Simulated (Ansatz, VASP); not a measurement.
**One calculation of GaAs, two programs**

The input INCAR:

```
SYSTEM = GaAs
PREC = Accurate
ENCUT = 600
EDIFF = 1E-6
ISMEAR = -1
SIGMA = 0.08
LREAL = .False.
LASPH = .True.
NELM = 100
ALGO = Normal
ISIF = 3
LWAVE = .False.
LCHARG = .False.
GGA = PS
IBRION = 2
NSW = 100
EDIFFG = -0.002
```

KPOINTS

```
regular mesh
0
Gamma
  8 8 8
  0 0 0
```

Contents of POSCAR:

```
GaAs
1.0
    0.0000000000      2.8268500000      2.8268500000
    2.8268500000      0.0000000000      2.8268500000
    2.8268500000      2.8268500000      0.0000000000
Ga As
1 1
Direct
    0.0000000000      0.0000000000      0.0000000000
    0.7500000000      0.7500000000      0.7500000000
```

Input for Ansatz:

```yaml
crystal:
  lattice:
    - [0.0, 2.82685, 2.82685]
    - [2.82685, 0.0, 2.82685]
    - [2.82685, 2.82685, 0.0]
  atoms:
    - { symbol: Ga, position: [0.0, 0.0, 0.0] }
    - { symbol: As, position: [0.75, 0.75, 0.75] }
kpoints:
  mp_grid: { grid: [8, 8, 8] }
scf:
  occupations: { method: fermi_dirac, width: 0.08 }
hamiltonian:
  xc: pbesol
  pseudopotentials: { kind: paw }
relax:
  f_tol: 0.002
  max_steps: 80
  cell: {}
output:
  forces: true
  stress: true
```

Alike in both runs: task relaxation of cell and atoms; functional PBEsol; k mesh 8 × 8 × 8; occupations fermi-dirac, width 0.08 eV; no spin polarisation.

|  | VASP | Ansatz |
| --- | --- | --- |
| version | VASP 6.6.1 | Ansatz 0.2.0 |
| potentials or method | VASP PAW PBE potentials, release 64 (Ga_d, As) | PAW with Ansatz's default frozen-core files, scalar-relativistic |
| plane-wave cutoff (eV) | 600 | 420 |
| valence electrons in the cell | 18 | 28 |

```tsv
	VASP	Ansatz	Ansatz less VASP
relaxed volume (Å³/atom)	22.69	22.64	-0.051
relaxed cell length with the largest relative difference (Å)	4.004	4.001	-0.0030
```

VASP's potentials were made for PBE, not for PBEsol. VASP's potentials hold 18 valence electrons a cell and Ansatz's 28, so a difference there can come from the potentials and not from the codes.
